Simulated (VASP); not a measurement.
Input of a VASP 6.6.1 run:

Contents of INCAR:

```
PREC     = Accurate       # precision mode
ENCUT    = 520            # plane-wave cutoff, eV
EDIFF    = 1E-6           # SCF threshold, eV
ISMEAR   = -1             # smearing method
SIGMA    = 0.05           # smearing width, eV
LREAL    = F              # projectors in reciprocal space
LASPH    = T              # aspherical terms in the spheres
NELM     = 150            # most SCF steps
ALGO     = Normal         # electronic algorithm
ISIF     = 2              # what is computed and relaxed
LWAVE    = F              # write WAVECAR
LCHARG   = F              # write CHGCAR
LNONCOLLINEAR= T              # non-collinear magnetism
MAGMOM   = 0 0 0 0 0 0    # initial moments
LORBIT   = 11             # projections on sites
LSORBIT  = T              # spin-orbit coupling
GGA_COMPAT= F            
LORBMOM  = T            
LMAXMIX  = 4              # l up to which the mixer works
GGA      = PS             # functional
NBANDS   = 26             # bands
```

KPOINTS

```
Automatic mesh
0
Gamma
  11 11 6
```

Contents of POSCAR:

```
Re
1.0
    2.7234873179      0.0000000000      0.0000000000
   -1.3617436590      2.3586092042      0.0000000000
    0.0000000000      0.0000000000      4.3979466679
Re
2
Direct
    0.6666666667      0.3333333333      0.7500000000
    0.3333333333      0.6666666667      0.2500000000
```

Potentials or basis: VASP PAW PBE potentials, release 64 (Re).

Run with:

```bash
$ cat potpaw_PBE.64/Re/POTCAR > POTCAR
$ mpirun -np 1 vasp_ncl > vasp.out
```

(1) What does it give for the pressure?

(2) What does it give for the net moment?

## Answers

(1) 13.4 GPa.

(2) 0.00 μB per cell.

Caveat: the cell stands under pressure; the PAW data sets were made with another functional, which shifts forces and pressure a little.
